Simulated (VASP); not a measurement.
# Sr (Fm-3m) in VASP: further runs

The runs below take Sr through single point, with PBE.

All numbers are computed with VASP 6.6.1; they aren't measurements. Logs are shortened: lines on timing, memory, paths and dates and some standing lists are left out, and cuts for length are marked.

## Step 1: The cell of the first run

The structure is cubic, space group Fm-3m (No. 225). The conventional cell has a = 6.085 Å, b = 6.085 Å, c = 6.085 Å, α = 90.00°, β = 90.00°, γ = 90.00°. Within 5.6 Å of Sr (site symmetry m-3m) lie 12 Sr at 4.30 Å.

## Step 2: Single point, PBE

File INCAR:

```
PREC = Accurate ; ENCUT = 520
EDIFF = 1E-6 ; ISMEAR = -5
SIGMA = 0.1 ; LREAL = F
LASPH = T ; NELM = 60
ALGO = Normal ; ISIF = 2
LWAVE = F ; LCHARG = F
GGA = PE ; NBANDS = 11
```

File KPOINTS:

```
regular mesh
0
Gamma
  10 10 10
```

File POSCAR:

```
Sr
1.0
    0.0000000000      3.0423500000      3.0423500000
    3.0423500000      0.0000000000      3.0423500000
    3.0423500000      3.0423500000      0.0000000000
Sr
1
Direct
    0.0000000000      0.0000000000      0.0000000000
```

Potentials or basis: VASP PAW PBE potentials, release 64 (Sr_sv).

On the command line:

```sh
cat potpaw_PBE.64/Sr_sv/POTCAR > POTCAR
mpirun -np 1 vasp_std > vasp.out
```

OUTCAR:

```text
PREC = Accurate
   ENCUT = 520
   EDIFF = 1E-6
   ISMEAR = -5
   LREAL = F
   LASPH = T
   NELM = 60
   ISIF = 2
   GGA = PE

 ion  position               nearest neighbor table
   1  0.000  0.000  0.000-

  LATTYP: Found a face centered cubic cell.
 ALAT       =     6.0847000000

  Lattice vectors:

 A1 = (   0.0000000000,   3.0423500000,   3.0423500000)
 A2 = (   3.0423500000,   0.0000000000,   3.0423500000)
 A3 = (   3.0423500000,   3.0423500000,   0.0000000000)

Analysis of symmetry for initial positions (statically):
=====================================================================
 Subroutine PRICEL returns:
 Original cell was already a primitive cell.

 Routine SETGRP: Setting up the symmetry group for a
 face centered cubic supercell.

 Subroutine GETGRP returns: Found 48 space group operations
 (whereof 48 operations were pure point group operations)
 out of a pool of 48 trial point group operations.

The static configuration has the point symmetry O_h .

Analysis of symmetry for dynamics (positions and initial velocities):
=====================================================================
 Subroutine PRICEL returns:
 Original cell was already a primitive cell.

 Routine SETGRP: Setting up the symmetry group for a
 face centered cubic supercell.

 Subroutine GETGRP returns: Found 48 space group operations
 (whereof 48 operations were pure point group operations)
 out of a pool of 48 trial point group operations.

The dynamic configuration has the point symmetry O_h .

 Subroutine INISYM returns: Found 48 space group operations
 (whereof 48 operations are pure point group operations),
 and found     1 'primitive' translations

----------------------------------------------------------------------------------------

                                     Primitive cell

  volume of cell :      56.3193

  direct lattice vectors                    reciprocal lattice vectors
     0.000000000  3.042350000  3.042350000    -0.164346640  0.164346640  0.164346640
     3.042350000  0.000000000  3.042350000     0.164346640 -0.164346640  0.164346640
     3.042350000  3.042350000  0.000000000     0.164346640  0.164346640 -0.164346640

  length of vectors
     4.302532631  4.302532631  4.302532631     0.284656730  0.284656730  0.284656730

  position of ions in fractional coordinates (direct lattice)
     0.000000000  0.000000000  0.000000000

  ion indices of the primitive-cell ions
   primitive index   ion index
                 1           1

----------------------------------------------------------------------------------------

 KPOINTS: regular mesh

Automatic generation of k-mesh.
 Grid dimensions read from file:
 generate k-points for:   10   10   10

 Generating k-lattice:

  Cartesian coordinates                     Fractional coordinates (reciprocal lattice)
    -0.016434664  0.016434664  0.016434664     0.100000000  0.000000000  0.000000000
     0.016434664 -0.016434664  0.016434664     0.000000000  0.100000000  0.000000000
     0.016434664  0.016434664 -0.016434664     0.000000000  0.000000000  0.100000000

  Length of vectors
     0.028465673  0.028465673  0.028465673

  Shift w.r.t. Gamma in fractional coordinates (k-lattice)
     0.000000000  0.000000000  0.000000000

 TETIRR: Found    148 inequivalent tetrahedra from     6000

 Subroutine IBZKPT returns following result:
 ===========================================

 Found     47 irreducible k-points:

 Following reciprocal coordinates:
            Coordinates               Weight
  0.000000  0.000000  0.000000      1.000000
  0.100000  0.000000  0.000000      8.000000
  0.200000  0.000000  0.000000      8.000000
  0.300000  0.000000  0.000000      8.000000
  0.400000  0.000000  0.000000      8.000000
  0.500000  0.000000  0.000000      4.000000
[... 16 lines left out ...]
  0.300000  0.300000  0.000000      6.000000
  0.400000  0.300000  0.000000     24.000000
 [... further k-points ...]
   k-points           NKPTS =     47   k-points in BZ     NKDIM =     47   number of bands    NBANDS=     11
   number of dos      NEDOS =    301   number of ions     NIONS =      1
   total plane-waves  NPLWV =  32768
   dimension x,y,z NGX =    32 NGY =   32 NGZ =   32
   dimension x,y,z NGXF=    64 NGYF=   64 NGZF=   64
   ions per type =               1
   NGX,Y,Z   is equivalent  to a cutoff of  12.36, 12.36, 12.36 a.u.
   NGXF,Y,Z  is equivalent  to a cutoff of  24.73, 24.73, 24.73 a.u.
 SYSTEM =  unknown system
   PREC   = accura    normal or accurate (medium, high low for compatibility)
   ISTART =      0    job   : 0-new  1-cont  2-samecut
   ICHARG =      2    charge: 1-file 2-atom 10-const
   ISPIN  =      1    spin polarized calculation?
   LNONCOLLINEAR =      F non collinear calculations
   LSORBIT =      F    spin-orbit coupling
   LASPH  =      T    aspherical Exc in radial PAW
   ENCUT  =  520.0 eV  38.22 Ry    6.18 a.u.   8.00  8.00  8.00*2*pi/ulx,y,z
   NELM   =     60;   NELMIN=  2; NELMDL= -5     # of ELM steps
   EDIFF  = 0.1E-05   stopping-criterion for ELM
   LREAL  =      F    real-space projection
   EDIFFG = 0.1E-04   stopping-criterion for IOM
   NSW    =      0    number of steps for IOM
   IBRION =     -1    ionic relax: 0-MD 1-quasi-New 2-CG
   NFREE  =      0    steps in history (QN), initial steepest desc. (CG)
   ISIF   =      2    stress and relaxation
   ISYM   =      2    0-nonsym 1-usesym 2-fastsym
   POTIM  = 0.5000    time-step for ionic-motion
   TEBEG  =    0.0;   TEEND  =   0.0 temperature during run
   PSTRESS=    0.0 pullay stress
   NELECT =      10.0000    total number of electrons
   NUPDOWN=      -1.0000    fix difference up-down
   EMIN   =  10.00;   EMAX   =-10.00  energy-range for DOS
   EFERMI =   0.00;   METHOD = LEGACY
   ISMEAR =    -5;   SIGMA  =   0.10  broadening in eV -4-tet -1-fermi 0-gaus
   EFERMI_NEDOS =   21; number of points for ismear=-14 and -15
   IALGO  =     38    algorithm
   IMIX   =      4    mixing-type and parameters
     AMIX     =   0.40;   BMIX     =  1.00
     AMIX_MAG =   1.60;   BMIX_MAG =  1.00
  volume/ion in A,a.u.               =      56.32       380.06
  Fermi-wavevector in a.u.,A,eV,Ry     =   0.920144  1.738819 11.519569  0.846664
  Thomas-Fermi vector in A             =   2.045416
   LORBIT       =      0    0 simple, 1 ext, 2 COOP (PROOUT), +10 PAW based schemes
   GGA     = PE    functional components
   LHFCALC =     F    Hartree Fock is set to
   AEXX    =    0.0000 exact exchange contribution
   IVDW    =     0    specifies the selected vdW correction
   LEPSILON=     F    determine dielectric tensor
   LRPA    =     F    only Hartree local field effects (RPA)
 non-spin polarized calculation
 Fermi weights with tetrahedron method with Bloechl corrections
  energy-cutoff  :      520.00
  volume of cell :       56.32
 maximum number of plane-waves:      1528
   NGX = 15   NGY = 15   NGZ = 15

 number of electron      10.0000000 magnetization

 Free energy of the ion-electron system (eV)
  ---------------------------------------------------
  ext. energy  EPLUGINS =         0.00000000
  ---------------------------------------------------
  free energy    TOTEN  =        -1.63282284 eV

  energy without entropy =       -1.63282284  energy(sigma->0) =       -1.63282284

 E-fermi :   1.5394     XC(G=0):  -7.2765

 val. band max:        1.5513614734   @ k =  -0.3000   0.4000   0.2000
 cond. band min:       1.5023921993   @ k =  -0.4000   0.3000   0.0000
 fundamental gap:     -0.0489692740
 Fermi energy:         1.5393797714

 k-point     1 :       0.0000    0.0000    0.0000
  band No.  band energies     occupation
      1     -35.1546      2.00000
      2     -17.0468      2.00000
      3     -17.0468      2.00000
      4     -17.0468      2.00000
      5      -2.1041      2.00000
      6       3.8243      0.00000
      7       3.8243      0.00000
      8       3.8243      0.00000
      9       5.2520      0.00000
     10       5.2520      0.00000
     11       8.5374      0.00000

 k-point     2 :       0.1000    0.0000    0.0000
  band No.  band energies     occupation
      1     -35.1534      2.00000
      2     -17.0643      2.00000
      3     -17.0492      2.00000
      4     -17.0492      2.00000
      5      -1.9472      2.00000
      6       3.5847      0.00000
      7       3.8960      0.00000
      8       3.8960      0.00000
      9       5.1592      0.00000
     10       5.1592      0.00000
     11       8.9280      0.00000

 k-point     3 :       0.2000    0.0000    0.0000
  band No.  band energies     occupation
      1     -35.1503      2.00000
      2     -17.1099      2.00000
      3     -17.0554      2.00000
      4     -17.0554      2.00000
      5      -1.4974      2.00000
      6       3.0537      0.00000
      7       3.9948      0.00000
      8       3.9948      0.00000
      9       5.0954      0.00000
     10       5.0954      0.00000
     11       8.6301      0.00000

 k-point     4 :       0.3000    0.0000    0.0000
  band No.  band energies     occupation
      1     -35.1465      2.00000
      2     -17.1653      2.00000
      3     -17.0630      2.00000
      4     -17.0630      2.00000
      5      -0.8216      2.00000
      6       2.4633      0.00000
      7       3.8995      0.00000
      8       3.8995      0.00000
      9       5.4146      0.00000
     10       5.4146      0.00000
     11       7.7963      0.00000
[... 239 lines left out ...]
 k-point    22 :      -0.2000    0.2000    0.0000
  band No.  band energies     occupation
      1     -35.1452      2.00000
      2     -17.1566      2.00000
      3     -17.0969      2.00000
      4     -17.0623      2.00000
      5      -0.5787      2.00000
      6       2.5577      0.00000
      7       3.2785      0.00000
      8       4.3434      0.00000
      9       4.6468      0.00000
     10       6.0958      0.00000
     11       8.1731      0.00000

 k-point    23 :       0.3000    0.3000    0.0000
  band No.  band energies     occupation
      1     -35.1438      2.00000
      2     -17.1598      2.00000
      3     -17.0898      2.00000
      4     -17.0898      2.00000
      5      -0.4218      2.00000
      6       2.3656      0.00000
      7       3.1982      0.00000
      8       4.7848      0.00000
      9       4.7848      0.00000
     10       5.8696      0.00000
     11       9.2774      0.00000

 k-point    24 :       0.4000    0.3000    0.0000
  band No.  band energies     occupation
      1     -35.1414      2.00000
      2     -17.1836      2.00000
      3     -17.1028      2.00000
      4     -17.0972      2.00000
      5       0.1355      2.00000
      6       2.1456      0.00000
      7       2.8305      0.00000
      8       4.9238      0.00000
      9       5.2587      0.00000
     10       6.1752      0.00000
     11       7.7565      0.00000

 [... further k-points ...]
[... 5 lines left out ...]
  --------------------------------------------------------------------------------------
  -------------------------------------------------------------------------------------
  Total       -0.1471543     -0.1471543     -0.1471543      0.0000000      0.0000000     -0.0000000
  in kB       -4.1862570     -4.1862570     -4.1862570      0.0000000      0.0000000     -0.0000000
  external PRESSURE =      -4.1862570 kB  Pullay stress =       0.0000000 kB

 VOLUME and BASIS-vectors are now :
 -----------------------------------------------------------------------------
  energy-cutoff  :      520.00
  volume of cell :       56.32
      direct lattice vectors                 reciprocal lattice vectors
     0.000000000  3.042350000  3.042350000    -0.164346640  0.164346640  0.164346640
     3.042350000  0.000000000  3.042350000     0.164346640 -0.164346640  0.164346640
     3.042350000  3.042350000  0.000000000     0.164346640  0.164346640 -0.164346640

 POSITION                                       TOTAL-FORCE (eV/Angst)
 -----------------------------------------------------------------------------------
      0.00000      0.00000      0.00000         0.000000      0.000000     -0.000000
 -----------------------------------------------------------------------------------
    total drift:                                0.000000      0.000000      0.000000

  FREE ENERGIE OF THE ION-ELECTRON SYSTEM (eV)
  ---------------------------------------------------
  free  energy   TOTEN  =        -1.6328228374 eV

  energy  without entropy=       -1.6328228374  energy(sigma->0) =       -1.63282284
```

Wall time 29 s (1 thread of Intel Xeon 8259CL, shared host); peak memory 0.18 GiB.

Results:

- Free energy: -1.6328 eV
- Pressure: -0.4 GPa
- Band gap on the k mesh: zero (bands 5 and 6 overlap by 0.05 eV)

Caveat: tetrahedron occupations give inexact forces and stress in metals.

## Step 3: Single point, PBE (58.01 Å³/atom)

This run uses another cell than the first one, of 58.01 Å³/atom.

File INCAR:

```
SYSTEM = Sr
  PREC = Accurate
  ENCUT = 520
  EDIFF = 1E-7
  ISMEAR = -1
  SIGMA = 0.08
  LREAL = .False.
  LASPH = .True.
  NELM = 100
  ALGO = Normal
  ISIF = 2
  LWAVE = .False.
  LCHARG = .False.
  GGA = PE
  NBANDS = 11
```

File KPOINTS:

```
regular mesh
0
Gamma
  10 10 10
  0 0 0
```

File POSCAR:

```
Sr
1.0
    0.0000000000      3.0724742364      3.0724742364
    3.0724742364      0.0000000000      3.0724742364
    3.0724742364      3.0724742364      0.0000000000
Sr
1
Direct
    0.0000000000      0.0000000000      0.0000000000
```

Potentials or basis: VASP PAW PBE potentials, release 64 (Sr_sv).

On the command line:

```sh
cat potpaw_PBE.64/Sr_sv/POTCAR > POTCAR
mpirun -np 1 vasp_std > vasp.out
```

Wall time 38 s (1 thread of Intel Xeon 8259CL, shared host); peak memory 0.18 GiB.

Results (log left out):

```yaml
Free_energy: -1.6467 eV
Pressure: -0.6 GPa
Band_gap_on_the_k_mesh: zero (bands 5 and 6 overlap by 0.06 eV)
```

Levels at points of the mesh, in eV from the Fermi level:
```csv
k point,band 1,band 2,band 3,band 4,band 5,band 6,band 7,band 8,band 9,band 10
"(0.00, 0.00, 0.00)",-36.72,-18.61,-18.61,-18.61,-3.55,2.29,2.29,2.29,3.68,3.68
"(0.50, 0.00, 0.00)",-36.71,-18.77,-18.63,-18.63,-1.08,0.02,2.15,2.15,4.65,4.65
"(0.50, 0.50, 0.00)",-36.70,-18.76,-18.67,-18.67,-0.58,0.40,0.95,4.66,4.94,4.94
```
